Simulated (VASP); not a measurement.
# Mg (P6_3/mmc) in VASP: a series of runs

Mg is run at these levels: PBE; tasks: relaxation of shape and atoms at fixed volume.

Everything below comes from runs of VASP 6.6.1. Logs are shortened: lines on timing, memory, paths and dates and some standing lists are left out, and cuts for length are marked.

### Step 1. The cell of the first run

The structure is hexagonal, space group P6_3/mmc (No. 194). The conventional cell has a = 2.449 Å, b = 2.449 Å, c = 7.966 Å, α = 90.00°, β = 90.00°, γ = 120.00°. Mg (site symmetry -3m) has 12 Mg at 2.44 to 2.45 Å within 3.2 Å. Within 3.2 Å of Mg (site symmetry -6m2) lie 12 Mg at 2.44 to 2.45 Å.

### Step 2. Relaxation of shape and atoms at fixed volume, PBE

Input file INCAR:

```
SYSTEM = Mg
PREC = Accurate
ENCUT = 600
EDIFF = 1E-6
ISMEAR = -1
SIGMA = 0.08
LREAL = .False.
LASPH = .True.
NELM = 80
ALGO = Normal
ISIF = 4
LWAVE = .False.
LCHARG = .False.
GGA = PE
IBRION = 2
NSW = 50
EDIFFG = -0.005
```

Input file KPOINTS:

```
Automatic mesh
0
Gamma
  11 11 3
  0 0 0
```

Input file POSCAR:

```
Mg
1.0
    2.4491043376      0.0000000000      0.0000000000
   -1.2245521688      2.1209865729      0.0000000000
    0.0000000000      0.0000000000      7.9659717964
Mg
4
Direct
    0.0000000000      0.0000000000      0.0000000000
    0.0000000000      0.0000000000      0.5000000000
    0.3333333333      0.6666666667      0.2500000000
    0.6666666667      0.3333333333      0.7500000000
```

Potentials or basis: VASP PAW PBE potentials, release 64 (Mg).

Command:

```
cat potpaw_PBE.64/Mg/POTCAR > POTCAR
mpirun -np 1 vasp_std > vasp.out
```

OUTCAR:

```text
SYSTEM = Mg
   PREC = Accurate
   ENCUT = 600
   EDIFF = 1E-6
   ISMEAR = -1
   LREAL = .False.
   LASPH = .True.
   NELM = 80
   ISIF = 4
   GGA = PE
   IBRION = 2
   NSW = 50
   EDIFFG = -0.005

 ion  position               nearest neighbor table
   1  0.000  0.000  0.000-   3 2.44   4 2.44   4 2.44   3 2.44   4 2.44   3 2.44   3 3.46   4 3.46
                             3 3.46   4 3.46   3 3.46   4 3.46
   2  0.000  0.000  0.500-   3 2.44   4 2.44   4 2.44   3 2.44   4 2.44   3 2.44   3 3.46   4 3.46
                             3 3.46   4 3.46   3 3.46   4 3.46
   3  0.333  0.667  0.250-   1 2.44   2 2.44   1 2.44   2 2.44   1 2.44   2 2.44   1 3.46   2 3.46
                             1 3.46   2 3.46   1 3.46   2 3.46
   4  0.667  0.333  0.750-   1 2.44   2 2.44   1 2.44   2 2.44   1 2.44   2 2.44   1 3.46   2 3.46
                             1 3.46   2 3.46   1 3.46   2 3.46

  LATTYP: Found a hexagonal cell.
 ALAT       =     2.4491043376
 C/A-ratio  =     3.2526061361

  Lattice vectors:

 A1 = (   2.4491043376,   0.0000000000,   0.0000000000)
 A2 = (  -1.2245521688,   2.1209865729,   0.0000000000)
 A3 = (   0.0000000000,   0.0000000000,   7.9659717964)

Analysis of symmetry for initial positions (statically):
=====================================================================
 Subroutine PRICEL returns:
 Original cell was already a primitive cell.

 Routine SETGRP: Setting up the symmetry group for a
 hexagonal supercell.

 Subroutine GETGRP returns: Found 24 space group operations
 (whereof 12 operations were pure point group operations)
 out of a pool of 24 trial point group operations.

The static configuration has the point symmetry D_3d.
 The point group associated with its full space group is D_6h.

Analysis of symmetry for dynamics (positions and initial velocities):
=====================================================================
 Subroutine PRICEL returns:
 Original cell was already a primitive cell.

 Routine SETGRP: Setting up the symmetry group for a
 hexagonal supercell.

 Subroutine GETGRP returns: Found 24 space group operations
 (whereof 12 operations were pure point group operations)
 out of a pool of 24 trial point group operations.

The dynamic configuration has the point symmetry D_3d.
 The point group associated with its full space group is D_6h.

 Subroutine INISYM returns: Found 24 space group operations
 (whereof 12 operations are pure point group operations),
 and found     1 'primitive' translations

----------------------------------------------------------------------------------------

                                     Primitive cell

  volume of cell :      41.3794

  direct lattice vectors                    reciprocal lattice vectors
     2.449104338  0.000000000  0.000000000     0.408312535  0.235739352  0.000000000
    -1.224552169  2.120986573  0.000000000     0.000000000  0.471478704  0.000000000
     0.000000000  0.000000000  7.965971796     0.000000000  0.000000000  0.125533962

  length of vectors
     2.449104338  2.449104338  7.965971796     0.471478704  0.471478704  0.125533962

  position of ions in fractional coordinates (direct lattice)
     0.000000000  0.000000000  0.000000000
     0.000000000  0.000000000  0.500000000
     0.333333333  0.666666667  0.250000000
     0.666666667  0.333333333  0.750000000

  ion indices of the primitive-cell ions
   primitive index   ion index
                 1           1
                 2           2
                 3           3
                 4           4

----------------------------------------------------------------------------------------

 KPOINTS: Automatic mesh

Automatic generation of k-mesh.
 Grid dimensions read from file:
 generate k-points for:   11   11    3

 Generating k-lattice:

  Cartesian coordinates                     Fractional coordinates (reciprocal lattice)
     0.037119321  0.021430850  0.000000000     0.090909091  0.000000000  0.000000000
     0.000000000  0.042861700  0.000000000     0.000000000  0.090909091  0.000000000
     0.000000000  0.000000000  0.041844654     0.000000000  0.000000000  0.333333333

  Length of vectors
     0.042861700  0.042861700  0.041844654

  Shift w.r.t. Gamma in fractional coordinates (k-lattice)
     0.000000000  0.000000000  0.000000000

 Subroutine IBZKPT returns following result:
 ===========================================

 Found     32 irreducible k-points:

 Following reciprocal coordinates:
            Coordinates               Weight
  0.000000  0.000000  0.000000      1.000000
  0.090909 -0.000000  0.000000      6.000000
  0.181818 -0.000000  0.000000      6.000000
  0.272727  0.000000  0.000000      6.000000
  0.363636  0.000000  0.000000      6.000000
  0.454545 -0.000000  0.000000      6.000000
[... 16 lines left out ...]
  0.090909  0.090909  0.333333     12.000000
  0.181818  0.090909  0.333333     24.000000
 [... further k-points ...]
   k-points           NKPTS =     32   k-points in BZ     NKDIM =     32   number of bands    NBANDS=      8
   number of dos      NEDOS =    301   number of ions     NIONS =      4
   total plane-waves  NPLWV =  25600
   dimension x,y,z NGX =    20 NGY =   20 NGZ =   64
   dimension x,y,z NGXF=    40 NGYF=   40 NGZF=  128
   ions per type =               4
   NGX,Y,Z   is equivalent  to a cutoff of  13.58, 13.58, 13.36 a.u.
   NGXF,Y,Z  is equivalent  to a cutoff of  27.15, 27.15, 26.71 a.u.
 SYSTEM =  Mg
   PREC   = accura    normal or accurate (medium, high low for compatibility)
   ISTART =      0    job   : 0-new  1-cont  2-samecut
   ICHARG =      2    charge: 1-file 2-atom 10-const
   ISPIN  =      1    spin polarized calculation?
   LNONCOLLINEAR =      F non collinear calculations
   LSORBIT =      F    spin-orbit coupling
   LASPH  =      T    aspherical Exc in radial PAW
   ENCUT  =  600.0 eV  44.10 Ry    6.64 a.u.   4.89  4.89 15.91*2*pi/ulx,y,z
   NELM   =     80;   NELMIN=  2; NELMDL= -5     # of ELM steps
   EDIFF  = 0.1E-05   stopping-criterion for ELM
   LREAL  =      F    real-space projection
   EDIFFG = -.5E-02   stopping-criterion for IOM
   NSW    =     50    number of steps for IOM
   IBRION =      2    ionic relax: 0-MD 1-quasi-New 2-CG
   NFREE  =      1    steps in history (QN), initial steepest desc. (CG)
   ISIF   =      4    stress and relaxation
   ISYM   =      2    0-nonsym 1-usesym 2-fastsym
   POTIM  = 0.5000    time-step for ionic-motion
   TEBEG  =    0.0;   TEEND  =   0.0 temperature during run
   PSTRESS=    0.0 pullay stress
   NELECT =       8.0000    total number of electrons
   NUPDOWN=      -1.0000    fix difference up-down
   EMIN   =  10.00;   EMAX   =-10.00  energy-range for DOS
   EFERMI =   0.00;   METHOD = LEGACY
   ISMEAR =    -1;   SIGMA  =   0.08  broadening in eV -4-tet -1-fermi 0-gaus
   EFERMI_NEDOS =   21; number of points for ismear=-14 and -15
   IALGO  =     38    algorithm
   IMIX   =      4    mixing-type and parameters
     AMIX     =   0.40;   BMIX     =  1.00
     AMIX_MAG =   1.60;   BMIX_MAG =  1.00
  volume/ion in A,a.u.               =      10.34        69.81
  Fermi-wavevector in a.u.,A,eV,Ry     =   0.946623  1.788857 12.192102  0.896094
  Thomas-Fermi vector in A             =   2.074638
   LORBIT       =      0    0 simple, 1 ext, 2 COOP (PROOUT), +10 PAW based schemes
   GGA     = PE    functional components
   LHFCALC =     F    Hartree Fock is set to
   AEXX    =    0.0000 exact exchange contribution
   IVDW    =     0    specifies the selected vdW correction
   LEPSILON=     F    determine dielectric tensor
   LRPA    =     F    only Hartree local field effects (RPA)
 conjugate gradient relaxation of ions
 non-spin polarized calculation
  energy-cutoff  :      600.00
  volume of cell :       41.38
 maximum number of plane-waves:      1403
 NGX is ok and might be reduce to    20
   NGX =  9   NGY =  9   NGZ = 31

--------------------------------------- Ionic step        1  -------------------------------------------

 number of electron       8.0000000 magnetization

 Free energy of the ion-electron system (eV)
  ---------------------------------------------------
  ext. energy  EPLUGINS =         0.00000000
  ---------------------------------------------------
  free energy    TOTEN  =         5.04469471 eV

  energy without entropy =        5.05508403  energy(sigma->0) =        5.04988937

------------------------ aborting loop because EDIFF is reached ----------------------------------------

  FORCE on cell =-STRESS in cart. coord.  units (eV):
  Direction    XX          YY          ZZ          XY          YZ          ZX
  --------------------------------------------------------------------------------------
  -------------------------------------------------------------------------------------
  Total       34.9276982     34.9276982     35.4668156      0.0000000     -0.0000000      0.0000000
  in kB     1352.3732654   1352.3732654   1373.2474736      0.0000000     -0.0000000      0.0000000
  external PRESSURE =    1359.3313348 kB  Pullay stress =       0.0000000 kB
[... 61 lines left out ...]
  energy  without entropy=        5.0539032073  energy(sigma->0) =        5.04900424

--------------------------------------- Ionic step        3  -------------------------------------------

 number of electron       8.0000000 magnetization

 Free energy of the ion-electron system (eV)
  ---------------------------------------------------
  ext. energy  EPLUGINS =         0.00000000
  ---------------------------------------------------
  free energy    TOTEN  =         5.04390844 eV

  energy without entropy =        5.05386945  energy(sigma->0) =        5.04888894

 E-fermi :   8.5325     XC(G=0): -11.3817

 val. band max:        8.4002389906   @ k =   0.4545   0.0909   0.0000
 cond. band min:       8.5593192092   @ k =   0.3636   0.2727   0.0000
 fundamental gap:      0.1590802186
 Fermi energy:         8.5324918722

 k-point     1 :       0.0000    0.0000    0.0000
  band No.  band energies     occupation
      1      -2.4568      2.00000
      2      -0.1131      2.00000
      3      -0.1128      2.00000
      4       5.5792      2.00000
      5       7.2612      2.00000
      6      16.1960      0.00000
      7      16.2352      0.00000
      8      24.8768      0.00000
[... 243 lines left out ...]
 k-point    24 :       0.1818    0.0909    0.3333
  band No.  band energies     occupation
      1      -0.2632      2.00000
      2       0.4924      2.00000
      3       3.3800      2.00000
      4       5.3839      2.00000
      5      10.8535      0.00000
      6      13.6444      0.00000
      7      15.8137      0.00000
      8      16.3794      0.00000

 [... further k-points ...]
[... 5 lines left out ...]
  --------------------------------------------------------------------------------------
  -------------------------------------------------------------------------------------
  Total       35.1011632     35.1011632     35.1020725     -0.0000000      0.0000000      0.0000000
  in kB     1359.0896970   1359.0896970   1359.1249040     -0.0000000      0.0000000      0.0000000
  external PRESSURE =    1359.1014326 kB  Pullay stress =       0.0000000 kB
[... 19 lines left out ...]
  FREE ENERGIE OF THE ION-ELECTRON SYSTEM (eV)
  ---------------------------------------------------
  free  energy   TOTEN  =         5.0439084351 eV

  energy  without entropy=        5.0538694544  energy(sigma->0) =        5.04888894

 reached required accuracy - stopping structural energy minimisation
```

It took 12 s on 1 thread of Intel Xeon 6975P-C (Granite Rapids), shared host; peak memory 0.16 GiB.

What came out:

* Free energy: 5.0439 eV
* Energy gained by relaxing: 0.2 meV/atom
* Ionic steps: 3
* Pressure after relaxing: 135.9 GPa
* Band gap on the k mesh: zero (band 4 reaches 9.62 eV, above the bottom of band 5 at 7.26 eV)

The path:
```
step  energy change (eV)  largest force (eV/Å)  pressure (GPa)  volume (Å³)
   1              0.0000                0.0000          135.93        41.38
   2             -0.0006                0.0000          135.90        41.38
   3             -0.0008                0.0000          135.91        41.38
```

Final structure:
```
CELL_PARAMETERS angstrom
2.44556 0.00000 0.00000
-1.22278 2.11792 0.00000
0.00000 0.00000 7.98908
ATOMIC_POSITIONS crystal
Mg 0.00000 0.00000 0.00000
Mg 0.00000 0.00000 0.50000
Mg 0.33333 0.66667 0.25000
Mg 0.66667 0.33333 0.75000
```

Levels at points of the mesh, in eV from the Fermi level:
| k point | band 2 | band 3 | band 4 | band 5 | band 6 | band 7 |
| --- | --- | --- | --- | --- | --- | --- |
| (0.00, 0.00, 0.00) | -8.65 | -8.65 | -2.95 | -1.27 | 7.66 | 7.70 |

### Step 3. Relaxation of shape and atoms at fixed volume, PBE

This run uses another cell than the first one, of 17.24 Å³/atom, 1.667 times its volume.

Input file INCAR:

```
PREC = Accurate
ENCUT = 600
EDIFF = 1E-7
ISMEAR = -1
SIGMA = 0.08
LREAL = False
LASPH = True
NELM = 80
ALGO = Normal
ISIF = 4
LWAVE = False
LCHARG = False
GGA = PE
IBRION = 2
NSW = 50
EDIFFG = -0.005
```

Input file KPOINTS:

```
regular mesh
0
Gamma
  11 11 3
```

Input file POSCAR:

```
Mg
1.0
    2.9037342735      0.0000000000      0.0000000000
   -1.4518671368      2.5147076467      0.0000000000
    0.0000000000      0.0000000000      9.4447039155
Mg
4
Direct
    0.0000000000      0.0000000000      0.0000000000
    0.0000000000      0.0000000000      0.5000000000
    0.3333333333      0.6666666667      0.2500000000
    0.6666666667      0.3333333333      0.7500000000
```

Potentials or basis: VASP PAW PBE potentials, release 64 (Mg).

Command:

```
cat potpaw_PBE.64/Mg/POTCAR > POTCAR
mpirun -np 1 vasp_std > vasp.out
```

Run time: 15 s. Hardware: 1 thread of Intel Xeon 6975P-C (Granite Rapids), shared host; peak memory 0.2 GiB.

It converged, with:

- Free energy: -5.0263 eV
- Energy gained by relaxing: 0.0 meV/atom
- Ionic steps: 2
- Pressure after relaxing: 18.2 GPa
- Band gap on the k mesh: zero (band 4 reaches 5.31 eV, above the bottom of band 5 at 3.08 eV)

Final structure:
```yaml
crystal:
  lattice:
    - [2.90479, 0.00000, 0.00000]
    - [-1.45239, 2.51562, 0.00000]
    - [0.00000, 0.00000, 9.43787]
  atoms:
    - { symbol: Mg, position: [0.00000, 0.00000, 0.00000] }
    - { symbol: Mg, position: [0.00000, 0.00000, 0.50000] }
    - { symbol: Mg, position: [0.33333, 0.66667, 0.25000] }
    - { symbol: Mg, position: [0.66667, 0.33333, 0.75000] }
```

Levels at points of the mesh, in eV from the Fermi level:
| k point | band 2 | band 3 | band 4 | band 5 | band 6 | band 7 |
| --- | --- | --- | --- | --- | --- | --- |
| (0.00, 0.00, 0.00) | -6.57 | -6.57 | -2.16 | -1.22 | 5.93 | 5.95 |

### Step 4. Relaxation of shape and atoms at fixed volume, PBE

This run uses another cell than the first one, of 19.54 Å³/atom, 1.889 times its volume.

Input file INCAR:

```
PREC = Accurate ; ENCUT = 600
EDIFF = 1E-6 ; ISMEAR = -1
SIGMA = 0.08 ; LREAL = False
LASPH = True ; NELM = 100
ALGO = Normal ; ISIF = 4
LWAVE = False ; LCHARG = False
GGA = PE ; IBRION = 2
NSW = 50 ; EDIFFG = -0.005
```

Input file KPOINTS:

```
Automatic mesh
0
Gamma
  11 11 3
```

Input file POSCAR:

```
Mg
1.0
    3.0274438112      0.0000000000      0.0000000000
   -1.5137219056      2.6218432491      0.0000000000
    0.0000000000      0.0000000000      9.8470823170
Mg
4
Direct
    0.0000000000      0.0000000000      0.0000000000
    0.0000000000      0.0000000000      0.5000000000
    0.3333333333      0.6666666667      0.2500000000
    0.6666666667      0.3333333333      0.7500000000
```

Command:

```
cat potpaw_PBE.64/Mg/POTCAR > POTCAR
mpirun -np 1 vasp_std > vasp.out
```

Run time: 12 s. Hardware: 1 thread of Intel Xeon 6975P-C (Granite Rapids), shared host; peak memory 0.21 GiB.

It converged, with:

```
Free energy               : -5.7502 eV
Energy gained by relaxing : 0.0 meV/atom
Ionic steps               : 2
Pressure after relaxing   : 8.0 GPa
Band gap on the k mesh    : zero (band 4 reaches 4.49 eV, above the bottom of band 5 at 2.29 eV)
```

Final structure:
```
Mg
1.0
     3.02801    0.00000    0.00000
    -1.51400    2.62233    0.00000
     0.00000    0.00000    9.84341
Mg
4
Direct
  0.00000 0.00000 0.00000
  0.00000 0.00000 0.50000
  0.33333 0.66667 0.25000
  0.66667 0.33333 0.75000
```

Levels at points of the mesh, in eV from the Fermi level:
```tsv
k point	band 1	band 2	band 3	band 4	band 5	band 6	band 7	band 8
(0.00, 0.00, 0.00)	-7.64	-6.10	-6.10	-1.95	-1.23	5.52	5.53	11.98
```

### Step 5. Overview

```tsv
cell	gap on the mesh (eV)	pressure (GPa)
relaxed from a = 2.449, b = 2.449, c = 7.966 Å, angles 90.0, 90.0, 120.0°, 4 atoms	none	135.9
relaxed from a = 2.904, b = 2.904, c = 9.445 Å, angles 90.0, 90.0, 120.0°, 4 atoms	none	18.2
relaxed from a = 3.027, b = 3.027, c = 9.847 Å, angles 90.0, 90.0, 120.0°, 4 atoms	none	8.0
```

Alike in all rows: task relaxation of shape and atoms at fixed volume; level PBE; potentials or basis VASP PAW PBE potentials, release 64 (Mg); no spin polarisation; k mesh 11 × 11 × 3; cutoff (eV) 600; smearing fermi-dirac 0.08 eV.

Total energies depend on the potentials used, so only differences within one code and one set of settings carry meaning.
